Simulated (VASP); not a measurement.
Set up this calculation in VASP 6.6.1, as the native input.

```
Task                   : single point
Functional             : PBEsol
Potentials or basis    : VASP PAW PBE potentials, release 64 (O, Mg, Zn)
Cutoff                 : 520 eV
k mesh                 : 1 × 1 × 1, shifted
Occupations            : fermi-dirac, width 0.05 eV
Spin                   : no spin polarisation
Dipole correction      : no
Further INCAR settings : LREAL = Auto; ALGO = Normal; EDIFF = 1e-06; NBANDS = 216; ISYM = 0
```

The structure of Mg11Zn5O16 lies in POSCAR:

```
Mg11Zn5O16
1.0
    8.4609790081      0.0000000000      0.0000000000
    0.0000000000      8.4609790081      0.0000000000
    0.0000000000      0.0000000000      8.4609790081
O Mg Zn
32 22 10
Direct
    0.2499790000      0.9964100000      0.0002530000
    0.2472590000      0.9967450000      0.4994230000
    0.2522170000      0.5026540000      0.0024100000
    0.2500310000      0.5030920000      0.4971360000
    0.7504460000      0.9993110000      0.0032430000
    0.7523640000      0.0013960000      0.4981790000
    0.7477160000      0.5004810000      0.0002710000
    0.7502790000      0.4979010000      0.4995580000
    0.9976930000      0.2473280000      0.9996150000
    0.9974520000      0.2499050000      0.5004070000
    0.0002000000      0.7520000000      0.9994660000
    0.0024200000      0.7500890000      0.5006900000
    0.5028960000      0.2498310000      0.9995690000
    0.5025150000      0.2525280000      0.5006450000
    0.5002240000      0.7497960000      0.9965200000
    0.4980820000      0.7478690000      0.5019520000
    0.0004530000      0.0029100000      0.2504620000
    0.0031410000      0.0032850000      0.7503040000
    0.0002390000      0.4971540000      0.2525720000
    0.9984980000      0.4975780000      0.7474780000
    0.4997720000      0.0025590000      0.2477710000
    0.4977550000      0.0007380000      0.7521930000
    0.4997520000      0.4967340000      0.2498510000
    0.5029060000      0.5000270000      0.7495830000
    0.2501290000      0.2497080000      0.2499290000
    0.2504810000      0.2481240000      0.7498510000
    0.2502220000      0.7498360000      0.2496600000
    0.2532360000      0.7526860000      0.7499150000
    0.7500660000      0.2498560000      0.2501160000
    0.7503610000      0.2528530000      0.7504040000
    0.7499640000      0.7496190000      0.2475920000
    0.7483360000      0.7483260000      0.7520670000
    0.0002830000      0.9996970000      0.9999290000
    0.9996580000      0.9994110000      0.5006280000
    0.0004870000      0.5006040000      0.5003210000
    0.5001760000      0.9996080000      0.9999750000
    0.4997070000      0.4998760000      0.9996120000
    0.4998980000      0.5002550000      0.4997060000
    0.2495960000      0.7492570000      0.9993940000
    0.2503770000      0.7500400000      0.4998050000
    0.7503180000      0.2499300000      0.0000850000
    0.7500280000      0.2495290000      0.5004390000
    0.7508610000      0.7498780000      0.9997760000
    0.2502760000      0.9996060000      0.2503470000
    0.2503030000      0.0002490000      0.7496130000
    0.2496680000      0.4998620000      0.2494690000
    0.7497370000      0.9989390000      0.2509170000
    0.7503880000      0.5005440000      0.2501320000
    0.7509630000      0.5007330000      0.7499140000
    0.0002600000      0.2499400000      0.2499800000
    0.0011140000      0.2507080000      0.7503920000
    0.4999050000      0.2497210000      0.2503350000
    0.4998270000      0.2500910000      0.7495670000
    0.5009430000      0.7507390000      0.7491570000
    0.9997280000      0.4994670000      0.0001950000
    0.4997680000      0.0000880000      0.4999590000
    0.2506190000      0.2490480000      0.0001530000
    0.2493670000      0.2500730000      0.4996800000
    0.7500130000      0.7493980000      0.5001640000
    0.2510660000      0.5006980000      0.7496450000
    0.7504630000      0.0009400000      0.7508230000
    0.0005230000      0.7504230000      0.2501130000
    0.0008280000      0.7505200000      0.7499570000
    0.4997490000      0.7493250000      0.2488890000
```

One way to write it, as run:

INCAR

```
SYSTEM = Mg11Zn5O16
PREC = Accurate
ENCUT = 520
EDIFF = 1E-6
ISMEAR = -1
SIGMA = 0.05
LREAL = Auto
LASPH = .TRUE.
NELM = 100
ALGO = Normal
ISIF = 2
LWAVE = .FALSE.
LCHARG = .FALSE.
GGA = PS
NBANDS = 216
ISYM = 0
```

KPOINTS

```
Automatic mesh
0
Gamma
  1 1 1
  0.25 0.25 0.25
```

Potentials or basis: VASP PAW PBE potentials, release 64 (O, Mg, Zn).

Command:

```console
$ cat potpaw_PBE.64/O/POTCAR potpaw_PBE.64/Mg/POTCAR potpaw_PBE.64/Zn/POTCAR > POTCAR
$ mpirun -np 1 vasp_std > vasp.out
```

Results of the run:

| Item | Value |
| --- | --- |
| Pressure | 0.0 GPa |
| Largest force | 0.087 eV/Å |
| Band gap on the k mesh | 3.94 eV, direct |

Caveat: the k points lie up to 0.74 Å⁻¹ apart; the PAW data sets were made with another functional, which shifts forces and pressure a little.

Wall time 31 min on 1 thread of Intel Xeon 6975P-C, on a shared host, peak memory 0.77 GiB.
